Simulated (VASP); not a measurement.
# WC (Fm-3m) in VASP: a series of runs

Aim: see how the results for WC move with the level of theory and the settings. Levels: PBEsol, BLYP. Tasks: single point.

All numbers are computed with VASP 6.6.1; they aren't measurements. Logs are shortened: lines on timing, memory, paths and dates and some standing lists are left out, and cuts for length are marked.

## Step 1: The cell of the first run

Symmetry: Fm-3m, No. 225, cubic system. The conventional cell has a = 4.385 Å, b = 4.385 Å, c = 4.385 Å, α = 90.00°, β = 90.00°, γ = 90.00°. W (site symmetry m-3m) has 6 C at 2.19 Å within 2.9 Å. C (site symmetry m-3m) has 6 W at 2.19 Å within 2.9 Å.

## Step 2: Single point, PBEsol

INCAR

```
SYSTEM = WC
ALGO = Normal ; EDIFF = 1E-6
ENCUT = 910 ; GGA = PS
GGA_COMPAT = .FALSE. ; ISIF = 2
ISMEAR = -1 ; LASPH = .TRUE.
LCHARG = .FALSE. ; LREAL = .FALSE.
LWAVE = .FALSE. ; NBANDS = 16
NELM = 120 ; PREC = Accurate
SIGMA = 0.1
```

KPOINTS

```
k-points
0
G
  10 10 10
  0 0 0
```

POSCAR

```
WC
1.0
    0.0000000000      2.1926840000      2.1926840000
    2.1926840000      0.0000000000      2.1926840000
    2.1926840000      2.1926840000      0.0000000000
W C
1 1
Direct
    0.0000000000      0.0000000000      0.0000000000
    0.5000000000      0.5000000000      0.5000000000
```

Potentials or basis: VASP PAW PBE potentials, release 64 (W_sv, C_h).

Launch:

```bash
$ cat potpaw_PBE.64/W_sv/POTCAR potpaw_PBE.64/C_h/POTCAR > POTCAR
$ mpirun -np 1 vasp_std > vasp.out
```

OUTCAR:

```text
SYSTEM = WC
   EDIFF = 1E-6
   ENCUT = 910
   GGA = PS
   ISIF = 2
   ISMEAR = -1
   LASPH = .TRUE.
   LREAL = .FALSE.
   NELM = 120
   PREC = Accurate

 ion  position               nearest neighbor table
   1  0.000  0.000  0.000-   2 2.19   2 2.19   2 2.19   2 2.19   2 2.19   2 2.19
   2  0.500  0.500  0.500-   1 2.19   1 2.19   1 2.19   1 2.19   1 2.19   1 2.19

  LATTYP: Found a face centered cubic cell.
 ALAT       =     4.3853680000

  Lattice vectors:

 A1 = (   0.0000000000,   2.1926840000,   2.1926840000)
 A2 = (   2.1926840000,   0.0000000000,   2.1926840000)
 A3 = (   2.1926840000,   2.1926840000,   0.0000000000)

Analysis of symmetry for initial positions (statically):
=====================================================================
 Subroutine PRICEL returns:
 Original cell was already a primitive cell.

 Routine SETGRP: Setting up the symmetry group for a
 face centered cubic supercell.

 Subroutine GETGRP returns: Found 48 space group operations
 (whereof 48 operations were pure point group operations)
 out of a pool of 48 trial point group operations.

The static configuration has the point symmetry O_h .

Analysis of symmetry for dynamics (positions and initial velocities):
=====================================================================
 Subroutine PRICEL returns:
 Original cell was already a primitive cell.

 Routine SETGRP: Setting up the symmetry group for a
 face centered cubic supercell.

 Subroutine GETGRP returns: Found 48 space group operations
 (whereof 48 operations were pure point group operations)
 out of a pool of 48 trial point group operations.

The dynamic configuration has the point symmetry O_h .

 Subroutine INISYM returns: Found 48 space group operations
 (whereof 48 operations are pure point group operations),
 and found     1 'primitive' translations

----------------------------------------------------------------------------------------

                                     Primitive cell

  volume of cell :      21.0842

  direct lattice vectors                    reciprocal lattice vectors
     0.000000000  2.192684000  2.192684000    -0.228031034  0.228031034  0.228031034
     2.192684000  0.000000000  2.192684000     0.228031034 -0.228031034  0.228031034
     2.192684000  2.192684000  0.000000000     0.228031034  0.228031034 -0.228031034

  length of vectors
     3.100923451  3.100923451  3.100923451     0.394961337  0.394961337  0.394961337

  position of ions in fractional coordinates (direct lattice)
[... 8 lines left out ...]
----------------------------------------------------------------------------------------

 KPOINTS: k-points

Automatic generation of k-mesh.
 Grid dimensions read from file:
 generate k-points for:   10   10   10

 Generating k-lattice:

  Cartesian coordinates                     Fractional coordinates (reciprocal lattice)
    -0.022803103  0.022803103  0.022803103     0.100000000  0.000000000  0.000000000
     0.022803103 -0.022803103  0.022803103     0.000000000  0.100000000  0.000000000
     0.022803103  0.022803103 -0.022803103     0.000000000  0.000000000  0.100000000

  Length of vectors
     0.039496134  0.039496134  0.039496134

  Shift w.r.t. Gamma in fractional coordinates (k-lattice)
     0.000000000  0.000000000  0.000000000

 Subroutine IBZKPT returns following result:
 ===========================================

 Found     47 irreducible k-points:

 Following reciprocal coordinates:
            Coordinates               Weight
  0.000000  0.000000  0.000000      1.000000
  0.100000  0.000000  0.000000      8.000000
  0.200000  0.000000  0.000000      8.000000
  0.300000  0.000000  0.000000      8.000000
  0.400000  0.000000  0.000000      8.000000
  0.500000  0.000000  0.000000      4.000000
[... 16 lines left out ...]
  0.300000  0.300000  0.000000      6.000000
  0.400000  0.300000  0.000000     24.000000
 [... further k-points ...]
   k-points           NKPTS =     47   k-points in BZ     NKDIM =     47   number of bands    NBANDS=     16
   number of dos      NEDOS =    301   number of ions     NIONS =      2
   total plane-waves  NPLWV =  32768
   dimension x,y,z NGX =    32 NGY =   32 NGZ =   32
   dimension x,y,z NGXF=    64 NGYF=   64 NGZF=   64
   ions per type =               1   1
   NGX,Y,Z   is equivalent  to a cutoff of  17.16, 17.16, 17.16 a.u.
   NGXF,Y,Z  is equivalent  to a cutoff of  34.31, 34.31, 34.31 a.u.
 SYSTEM =  WC
   PREC   = accura    normal or accurate (medium, high low for compatibility)
   ISTART =      0    job   : 0-new  1-cont  2-samecut
   ICHARG =      2    charge: 1-file 2-atom 10-const
   ISPIN  =      1    spin polarized calculation?
   LNONCOLLINEAR =      F non collinear calculations
   LSORBIT =      F    spin-orbit coupling
   LASPH  =      T    aspherical Exc in radial PAW
   ENCUT  =  910.0 eV  66.88 Ry    8.18 a.u.   7.63  7.63  7.63*2*pi/ulx,y,z
   NELM   =    120;   NELMIN=  2; NELMDL= -5     # of ELM steps
   EDIFF  = 0.1E-05   stopping-criterion for ELM
   LREAL  =      F    real-space projection
[... 7 lines left out ...]
   TEBEG  =    0.0;   TEEND  =   0.0 temperature during run
   PSTRESS=    0.0 pullay stress
   NELECT =      18.0000    total number of electrons
   NUPDOWN=      -1.0000    fix difference up-down
   EMIN   =  10.00;   EMAX   =-10.00  energy-range for DOS
   EFERMI =   0.00;   METHOD = LEGACY
   ISMEAR =    -1;   SIGMA  =   0.10  broadening in eV -4-tet -1-fermi 0-gaus
   EFERMI_NEDOS =   21; number of points for ismear=-14 and -15
   IALGO  =     38    algorithm
   IMIX   =      4    mixing-type and parameters
     AMIX     =   0.40;   BMIX     =  1.00
     AMIX_MAG =   1.60;   BMIX_MAG =  1.00
  volume/ion in A,a.u.               =      10.54        71.14
  Fermi-wavevector in a.u.,A,eV,Ry     =   1.553029  2.934800 32.815887  2.411900
  Thomas-Fermi vector in A             =   2.657319
   LORBIT       =      0    0 simple, 1 ext, 2 COOP (PROOUT), +10 PAW based schemes
   GGA     = PS    functional components
   LHFCALC =     F    Hartree Fock is set to
   AEXX    =    0.0000 exact exchange contribution
   IVDW    =     0    specifies the selected vdW correction
   LEPSILON=     F    determine dielectric tensor
   LRPA    =     F    only Hartree local field effects (RPA)
 non-spin polarized calculation
  energy-cutoff  :      910.00
  volume of cell :       21.08
 maximum number of plane-waves:      1363
   NGX = 15   NGY = 15   NGZ = 15

 number of electron      18.0000000 magnetization

 Free energy of the ion-electron system (eV)
  ---------------------------------------------------
  ext. energy  EPLUGINS =         0.00000000
  ---------------------------------------------------
  free energy    TOTEN  =       -23.01642099 eV

  energy without entropy =      -22.98920811  energy(sigma->0) =      -23.00281455

 E-fermi :  12.5929     XC(G=0): -13.8800

 val. band max:       12.5237966413   @ k =   0.3000   0.2000   0.1000
 cond. band min:      12.6782039817   @ k =  -0.3000   0.3000   0.1000
 fundamental gap:      0.1544073404
 Fermi energy:        12.5929230370

 k-point     1 :       0.0000    0.0000    0.0000
  band No.  band energies     occupation
      1     -62.7919      2.00000
      2     -26.7884      2.00000
      3     -26.7884      2.00000
      4     -26.7884      2.00000
      5      -3.2017      2.00000
      6       9.8179      2.00000
[... 8 lines left out ...]
     15      22.2059      0.00000
     16      35.8063      0.00000

 k-point     2 :       0.1000    0.0000    0.0000
  band No.  band energies     occupation
      1     -62.7883      2.00000
      2     -26.8472      2.00000
      3     -26.7947      2.00000
      4     -26.7947      2.00000
      5      -2.9213      2.00000
      6       8.9148      2.00000
[... 8 lines left out ...]
     15      22.8542      0.00000
     16      33.1775      0.00000

 k-point     3 :       0.2000    0.0000    0.0000
  band No.  band energies     occupation
      1     -62.7790      2.00000
      2     -26.9985      2.00000
      3     -26.8112      2.00000
      4     -26.8112      2.00000
      5      -2.1287      2.00000
      6       7.2553      2.00000
[... 8 lines left out ...]
     15      24.2780      0.00000
     16      30.2678      0.00000

 k-point     4 :       0.3000    0.0000    0.0000
  band No.  band energies     occupation
      1     -62.7676      2.00000
      2     -27.1804      2.00000
      3     -26.8315      2.00000
      4     -26.8315      2.00000
      5      -0.9539      2.00000
      6       5.5089      2.00000
[... 8 lines left out ...]
     15      25.0794      0.00000
     16      28.0592      0.00000

 k-point     5 :       0.4000    0.0000    0.0000
  band No.  band energies     occupation
      1     -62.7584      2.00000
      2     -27.3238      2.00000
      3     -26.8478      2.00000
      4     -26.8478      2.00000
      5       0.4195      2.00000
      6       3.8662      2.00000
[... 8 lines left out ...]
     15      25.4842      0.00000
     16      25.4842      0.00000

 k-point     6 :       0.5000    0.0000    0.0000
  band No.  band energies     occupation
      1     -62.7548      2.00000
      2     -27.3777      2.00000
      3     -26.8540      2.00000
      4     -26.8540      2.00000
      5       1.4468      2.00000
      6       2.7671      2.00000
[... 8 lines left out ...]
     15      24.3290      0.00000
     16      24.3290      0.00000
[... 267 lines left out ...]
 k-point    21 :      -0.3000    0.2000    0.0000
  band No.  band energies     occupation
      1     -62.7547      2.00000
      2     -27.2360      2.00000
      3     -27.0001      2.00000
      4     -26.8546      2.00000
      5       0.2382      2.00000
      6       4.2543      2.00000
[... 8 lines left out ...]
     15      24.9821      0.00000
     16      25.6479      0.00000

 k-point    22 :      -0.2000    0.2000    0.0000
  band No.  band energies     occupation
      1     -62.7636      2.00000
      2     -27.1481      2.00000
      3     -26.9482      2.00000
      4     -26.8257      2.00000
      5      -0.7033      2.00000
      6       5.2721      2.00000
[... 8 lines left out ...]
     15      25.2959      0.00000
     16      25.9080      0.00000

 k-point    23 :       0.3000    0.3000    0.0000
  band No.  band energies     occupation
      1     -62.7595      2.00000
      2     -27.1454      2.00000
      3     -26.9263      2.00000
      4     -26.9263      2.00000
      5      -1.0553      2.00000
      6       5.3916      2.00000
[... 8 lines left out ...]
     15      25.0801      0.00000
     16      28.0372      0.00000

 k-point    24 :       0.4000    0.3000    0.0000
  band No.  band energies     occupation
      1     -62.7521      2.00000
      2     -27.2219      2.00000
      3     -26.9666      2.00000
      4     -26.9487      2.00000
      5      -0.7318      2.00000
      6       5.5156      2.00000
[... 8 lines left out ...]
     15      24.2949      0.00000
     16      27.9625      0.00000

 [... further k-points ...]

------------------------ aborting loop because EDIFF is reached ----------------------------------------

  FORCE on cell =-STRESS in cart. coord.  units (eV):
  Direction    XX          YY          ZZ          XY          YZ          ZX
  --------------------------------------------------------------------------------------
  -------------------------------------------------------------------------------------
  Total       -1.2228626     -1.2228626     -1.2228626     -0.0000000      0.0000000      0.0000000
  in kB      -92.9244730    -92.9244730    -92.9244730     -0.0000000      0.0000000      0.0000000
  external PRESSURE =     -92.9244730 kB  Pullay stress =       0.0000000 kB

 VOLUME and BASIS-vectors are now :
 -----------------------------------------------------------------------------
  energy-cutoff  :      910.00
  volume of cell :       21.08
      direct lattice vectors                 reciprocal lattice vectors
     0.000000000  2.192684000  2.192684000    -0.228031034  0.228031034  0.228031034
     2.192684000  0.000000000  2.192684000     0.228031034 -0.228031034  0.228031034
     2.192684000  2.192684000  0.000000000     0.228031034  0.228031034 -0.228031034

 POSITION                                       TOTAL-FORCE (eV/Angst)
 -----------------------------------------------------------------------------------
      0.00000      0.00000      0.00000        -0.000000     -0.000000     -0.000000
      2.19268      2.19268      2.19268         0.000000      0.000000      0.000000
 -----------------------------------------------------------------------------------
    total drift:                                0.000000     -0.000000     -0.000000

  FREE ENERGIE OF THE ION-ELECTRON SYSTEM (eV)
  ---------------------------------------------------
  free  energy   TOTEN  =       -23.0164209920 eV

  energy  without entropy=      -22.9892081147  energy(sigma->0) =      -23.00281455
```

Wall time 26 s (1 thread of Intel Xeon Platinum 8375C at 2.90GHz (Ice Lake), shared host); peak memory 0.2 GiB.

Results:

* Free energy: -23.0164 eV
* Pressure: -9.3 GPa
* Band gap on the k mesh: zero (band 9 reaches 13.63 eV, above the bottom of band 10 at 10.44 eV)

Caveat: the cutoff is under 1.25 times the usual one of these potentials, so pressure, stress and relaxed cells hold a basis-set (Pulay) error; the PAW data sets were made with another functional, which shifts forces and pressure a little; spin-orbit coupling is left out, which moves the levels of the heavy elements.

## Step 3: Single point, BLYP

INCAR

```
SYSTEM = WC
  PREC = Accurate
  ENCUT = 910
  EDIFF = 1E-6
  ISMEAR = -1
  SIGMA = 0.1
  LREAL = .False.
  LASPH = .True.
  NELM = 120
  ALGO = Normal
  ISIF = 2
  LWAVE = .False.
  LCHARG = .False.
  GGA = B5
  ALDAX = 1.0
  AGGAX = 1.0
  AGGAC = 1.0
  ALDAC = 0.0
  NBANDS = 16
  GGA_COMPAT = .False.
```

KPOINTS

```
Automatic mesh
0
Gamma
  10 10 10
  0 0 0
```

POSCAR is that of step 2.

Potentials or basis: VASP PAW PBE potentials, release 64 (W_sv, C_h).

Launch:

```bash
$ cat potpaw_PBE.64/W_sv/POTCAR potpaw_PBE.64/C_h/POTCAR > POTCAR
$ mpirun -np 1 vasp_std > vasp.out
```

Run time: 62 s. Hardware: 1 thread of AMD EPYC 7R43 (Zen 3), shared host; peak memory 0.17 GiB.

Results (log left out):

```
Free energy            : -19.1539 eV
Pressure               : 13.8 GPa
Band gap on the k mesh : zero (band 9 reaches 14.21 eV, above the bottom of band 10 at 11.11 eV)
```

Levels at points of the mesh, in eV from the Fermi level:
```csv
k point,band 7,band 8,band 9,band 10,band 11,band 12
"(0.00, 0.00, 0.00)",-2.71,-2.71,-1.09,-1.09,-1.09,-0.95
"(0.50, 0.00, 0.00)",-6.55,-6.55,0.98,0.98,2.28,5.34
"(0.50, 0.50, 0.00)",-5.37,-2.45,-2.45,0.82,2.18,2.18
```

Caveat: the cutoff is under 1.25 times the usual one of these potentials, so pressure, stress and relaxed cells hold a basis-set (Pulay) error; the PAW data sets were made with another functional, which shifts forces and pressure a little; spin-orbit coupling is left out, which moves the levels of the heavy elements.
